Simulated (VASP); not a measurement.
# GaAs (I-4m2) in VASP: notebook, part 2 of 2

VASP 6.6.1.

### Step 3. Single point, LDA (equal xx and yy strain of +1 %)

Contents of INCAR:

```
ALGO = Normal
EDIFF = 1E-6
ENCUT = 520
ISIF = 2
ISMEAR = -1
LASPH = True
LCHARG = False
LREAL = False
LWAVE = False
NBANDS = 16
NELM = 100
PREC = Accurate
SIGMA = 0.05
```

Contents of KPOINTS:

```
k-points
0
Gamma
  11 11 11
```

Contents of POSCAR:

```
GaAs
1.0
    0.0000000000      2.8551185000      2.8268500000
    2.8551185000      0.0000000000      2.8268500000
    2.8551185000      2.8551185000      0.0000000000
Ga As
1 1
Direct
    0.0000000000      0.0000000000      0.0000000000
    0.7500000000      0.7500000000      0.7500000000
```

Potentials or basis: VASP PAW LDA potentials, release 64 (Ga_d, As).

Command:

```
> cat potpaw_LDA.64/Ga_d/POTCAR potpaw_LDA.64/As/POTCAR > POTCAR
> mpirun -np 1 vasp_std > vasp.out
```

OUTCAR:

```text
EDIFF = 1E-6
   ENCUT = 520
   ISIF = 2
   ISMEAR = -1
   LASPH = True
   LREAL = False
   NELM = 100
   PREC = Accurate

 ion  position               nearest neighbor table
   1  0.000  0.000  0.000-   2 2.46   2 2.46   2 2.46   2 2.46
   2  0.750  0.750  0.750-   1 2.46   1 2.46   1 2.46   1 2.46

  LATTYP: Found a body centered tetragonal cell.
 ALAT       =     4.0377473049
 C/A-ratio  =     1.4002114479

  Lattice vectors:

 A1 = (   0.0000000000,  -2.8551185000,  -2.8268500000)
 A2 = (   0.0000000000,   2.8551185000,  -2.8268500000)
[... 626 lines left out ...]
      5     -11.2051      2.00000
      6      -8.0878      2.00000
[... 8 lines left out ...]
     15      13.5914      0.00000
     16      14.3001      0.00000

 [... further k-points ...]
[... 5 lines left out ...]
  --------------------------------------------------------------------------------------
  -------------------------------------------------------------------------------------
  Total       -0.8792488     -0.8792488     -0.7047346      0.0000000      0.0000000      0.0000000
  in kB      -30.5661917    -30.5661917    -24.4993817      0.0000000      0.0000000      0.0000000
  external PRESSURE =     -28.5439217 kB  Pullay stress =       0.0000000 kB

 VOLUME and BASIS-vectors are now :
 -----------------------------------------------------------------------------
  energy-cutoff  :      520.00
  volume of cell :       46.09
      direct lattice vectors                 reciprocal lattice vectors
     0.000000000  2.855118500  2.826850000    -0.175124080  0.175124080  0.176875321
     2.855118500  0.000000000  2.826850000     0.175124080 -0.175124080  0.176875321
     2.855118500  2.855118500  0.000000000     0.175124080  0.175124080 -0.176875321

 POSITION                                       TOTAL-FORCE (eV/Angst)
 -----------------------------------------------------------------------------------
      0.00000      0.00000      0.00000         0.000000      0.000000      0.000000
      4.28268      4.28268      4.24027        -0.000000     -0.000000      0.000000
 -----------------------------------------------------------------------------------
    total drift:                                0.000000      0.000000     -0.000000

  FREE ENERGIE OF THE ION-ELECTRON SYSTEM (eV)
  ---------------------------------------------------
  free  energy   TOTEN  =        -9.6235263577 eV

  energy  without entropy=       -9.6233711634  energy(sigma->0) =       -9.62344876
```

OSZICAR:

```text
N       E                     dE             d eps       ncg     rms          rms(c)
DAV:   1     0.840483911328E+02    0.84048E+02   -0.89620E+03  4104   0.153E+03
DAV:   2    -0.294692180447E+01   -0.86995E+02   -0.83166E+02  4616   0.313E+02
DAV:   3    -0.973349396022E+01   -0.67866E+01   -0.67644E+01  4960   0.675E+01
DAV:   4    -0.984043933824E+01   -0.10695E+00   -0.10693E+00  4976   0.942E+00
DAV:   5    -0.984199249383E+01   -0.15532E-02   -0.15531E-02  5072   0.103E+00    0.291E+00
DAV:   6    -0.966491554453E+01    0.17708E+00   -0.21402E-01  6280   0.789E+00    0.170E+00
DAV:   7    -0.962683506320E+01    0.38080E-01   -0.58097E-02  5880   0.174E+00    0.518E-01
DAV:   8    -0.962353284655E+01    0.33022E-02   -0.83710E-03  4896   0.994E-01    0.953E-02
DAV:   9    -0.962351464982E+01    0.18197E-04   -0.65388E-04  5064   0.327E-01    0.418E-02
DAV:  10    -0.962352149345E+01   -0.68436E-05   -0.37817E-05  5992   0.588E-02    0.218E-02
DAV:  11    -0.962352648857E+01   -0.49951E-05   -0.68216E-06  4840   0.404E-02    0.224E-03
DAV:  12    -0.962352635767E+01    0.13091E-06   -0.44076E-07  3168   0.101E-02
   1 F= -.96235264E+01 E0= -.96234488E+01  d E =-.155194E-03
```

stdout:

```text
POSCAR found type information on POSCAR GaAs
 POSCAR found :  2 types and       2 ions
 scaLAPACK will be used
 LDA part: xc-table for (Slater(with rela. corr.)+CA(PZ))
 , standard interpolation
 POSCAR, INCAR and KPOINTS ok, starting setup
 FFT: planning ... GRIDC
 FFT: planning ... GRID_SOFT
 FFT: planning ... GRID
 WAVECAR not read
 entering main loop
```

Run time: 81 s. Hardware: 1 thread of Intel Xeon 6975P-C (Granite Rapids), shared host; peak memory 0.22 GiB.

Results:

- Free energy: -9.6235 eV
- Pressure: -2.9 GPa
- Band gap on the k mesh: 0.15 eV

Caveat: the cell differs from its parent crystal (equal xx and yy strain of +1 %).

### Step 4. Single point, LDA (zz strain of +3 %)

Contents of INCAR:

```
SYSTEM = GaAs
ALGO = Normal
EDIFF = 1E-7
ENCUT = 520
GGA = CA
ISIF = 2
ISMEAR = -1
LASPH = .TRUE.
LCHARG = .FALSE.
LREAL = .FALSE.
LWAVE = .FALSE.
NBANDS = 16
NELM = 60
PREC = Accurate
SIGMA = 0.05
```

Contents of KPOINTS:

```
k-points
0
G
  11 11 11
  0 0 0
```

Contents of POSCAR:

```
GaAs
1.0
    0.0000000000      2.8268500000      2.9116555000
    2.8268500000      0.0000000000      2.9116555000
    2.8268500000      2.8268500000      0.0000000000
Ga As
1 1
Direct
    0.0000000000      0.0000000000      0.0000000000
    0.7500000000      0.7500000000      0.7500000000
```

Command:

```
> cat potpaw_LDA.64/Ga_d/POTCAR potpaw_LDA.64/As/POTCAR > POTCAR
> mpirun -np 1 vasp_std > vasp.out
```

Wall time 82 s (1 thread of Intel Xeon 6975P-C (Granite Rapids), shared host); peak memory 0.22 GiB.

The run converged. Its results:

```
Free energy : -9.6100 eV
Pressure    : -3.4 GPa
```

Stress tensor (GPa, compression positive):
```
-2.78  0.00  0.00
 0.00 -2.78  0.00
 0.00  0.00 -4.70
```

Levels at points of the mesh, in eV from the Fermi level:
```tsv
k point	band 5	band 6	band 7	band 8	band 9	band 10	band 11	band 12	band 13	band 14
(0.00, 0.00, 0.00)	-14.94	-12.69	-0.25	-0.08	-0.08	-0.03	3.51	3.51	3.59	7.12
```

Caveat: the cell differs from its parent crystal (zz strain of +3 %); the cell stands under tension.

### Step 5. Single point, LDA (equal xx and yy strain of +2 %)

Contents of INCAR:

```
PREC = Accurate
ENCUT = 520
EDIFF = 1E-6
ISMEAR = -1
SIGMA = 0.05
LREAL = F
LASPH = T
NELM = 80
ALGO = Normal
ISIF = 2
LWAVE = F
LCHARG = T
GGA = CA
LELF = T
LVHAR = T
NBANDS = 16
```

Contents of KPOINTS:

```
Automatic mesh
0
Gamma
  11 11 11
```

Contents of POSCAR:

```
GaAs
1.0
    0.0000000000      2.8833870000      2.8268500000
    2.8833870000      0.0000000000      2.8268500000
    2.8833870000      2.8833870000      0.0000000000
Ga As
1 1
Direct
    0.0000000000      0.0000000000      0.0000000000
    0.7500000000      0.7500000000      0.7500000000
```

Potentials or basis: VASP PAW LDA potentials, release 64 (Ga_d, As).

Command:

```
> cat potpaw_LDA.64/Ga_d/POTCAR potpaw_LDA.64/As/POTCAR > POTCAR
> mpirun -np 1 vasp_std > vasp.out
```

OUTCAR:

```text
PREC = Accurate
   ENCUT = 520
   EDIFF = 1E-6
   ISMEAR = -1
   LREAL = F
   LASPH = T
   NELM = 80
   ISIF = 2
   GGA = CA

 ion  position               nearest neighbor table
   1  0.000  0.000  0.000-   2 2.48   2 2.48   2 2.48   2 2.48
   2  0.750  0.750  0.750-   1 2.48   1 2.48   1 2.48   1 2.48

  LATTYP: Found a body centered tetragonal cell.
 ALAT       =     4.0777250010
 C/A-ratio  =     1.3864838847

  Lattice vectors:

 A1 = (   0.0000000000,  -2.8833870000,  -2.8268500000)
 A2 = (   0.0000000000,   2.8833870000,  -2.8268500000)
 A3 = (   2.8833870000,   0.0000000000,   2.8268500000)

Analysis of symmetry for initial positions (statically):
=====================================================================
 Subroutine PRICEL returns:
 Original cell was already a primitive cell.

 Routine SETGRP: Setting up the symmetry group for a
 body centered tetragonal supercell.

 Subroutine GETGRP returns: Found  8 space group operations
[... 156 lines left out ...]

 Free energy of the ion-electron system (eV)
  ---------------------------------------------------
  ext. energy  EPLUGINS =         0.00000000
  ---------------------------------------------------
  free energy    TOTEN  =        -9.60227310 eV

  energy without entropy =       -9.60201954  energy(sigma->0) =       -9.60214632

 E-fermi :   3.5342     XC(G=0):  -9.7396

 val. band max:        3.5007618587   @ k =   0.0000   0.0000   0.0000
 cond. band min:       4.1969761778   @ k =   0.4545  -0.0000   0.0000
 fundamental gap:      0.6962143191
 Fermi energy:         3.5342372101

 k-point     1 :       0.0000    0.0000    0.0000
  band No.  band energies     occupation
      1     -11.4303      2.00000
      2     -11.4303      2.00000
      3     -11.4258      2.00000
      4     -11.3614      2.00000
      5     -11.3583      2.00000
      6      -9.0572      2.00000
[... 433 lines left out ...]
      3     -11.4118      2.00000
      4     -11.3603      2.00000
      5     -11.3598      2.00000
      6      -8.1650      2.00000
[... 8 lines left out ...]
     15      13.2904      0.00000
     16      14.0118      0.00000

 [... further k-points ...]
[... 5 lines left out ...]
  --------------------------------------------------------------------------------------
  -------------------------------------------------------------------------------------
  Total       -1.2807087     -1.2807087     -0.9372289      0.0000000      0.0000000     -0.0000000
  in kB      -43.6538260    -43.6538260    -31.9460826      0.0000000      0.0000000     -0.0000000
  external PRESSURE =     -39.7512448 kB  Pullay stress =       0.0000000 kB

 VOLUME and BASIS-vectors are now :
 -----------------------------------------------------------------------------
  energy-cutoff  :      520.00
  volume of cell :       47.00
      direct lattice vectors                 reciprocal lattice vectors
     0.000000000  2.883387000  2.826850000    -0.173407177  0.173407177  0.176875321
     2.883387000  0.000000000  2.826850000     0.173407177 -0.173407177  0.176875321
     2.883387000  2.883387000  0.000000000     0.173407177  0.173407177 -0.176875321

 POSITION                                       TOTAL-FORCE (eV/Angst)
 -----------------------------------------------------------------------------------
      0.00000      0.00000      0.00000        -0.000000     -0.000000      0.000000
      4.32508      4.32508      4.24027         0.000000      0.000000     -0.000000
 -----------------------------------------------------------------------------------
    total drift:                                0.000000      0.000000     -0.000001

  FREE ENERGIE OF THE ION-ELECTRON SYSTEM (eV)
  ---------------------------------------------------
  free  energy   TOTEN  =        -9.6022730980 eV

  energy  without entropy=       -9.6020195434  energy(sigma->0) =       -9.60214632
```

Run time: 89 s. Hardware: 1 thread of Intel Xeon 6975P-C (Granite Rapids), shared host; peak memory 0.22 GiB.

Results:

```yaml
Free_energy: -9.6023 eV
Pressure: -4.0 GPa
```

Stress tensor (GPa, compression positive):
```
-4.37  0.00  0.00
 0.00 -4.37  0.00
 0.00  0.00 -3.19
```

Caveat: the cell differs from its parent crystal (equal xx and yy strain of +2 %); the cell stands under tension.

### Step 6. Overview

```csv
cell,gap on the mesh (eV),pressure (GPa)
"a = 4.038, b = 4.038, c = 3.998 Å, angles 60.3, 60.3, 59.3°, 2 atoms",0.14,-2.9
"a = 4.018, b = 4.018, c = 4.038 Å, angles 59.8, 59.8, 60.3°, 2 atoms",0.15,-2.9
"a = 4.058, b = 4.058, c = 3.998 Å, angles 60.5, 60.5, 59.0°, 2 atoms",-,-3.4
"a = 4.038, b = 4.038, c = 4.078 Å, angles 59.7, 59.7, 60.7°, 2 atoms",-,-4.0
```

Alike in all rows: task single point; level LDA; potentials or basis VASP PAW LDA potentials, release 64 (Ga_d, As); no spin polarisation; k mesh 11 × 11 × 11; cutoff (eV) 520; smearing fermi-dirac 0.05 eV.

Caveats: the cell stands under tension (at least some runs).

Absolute energies hang on the potentials; compare differences alone.
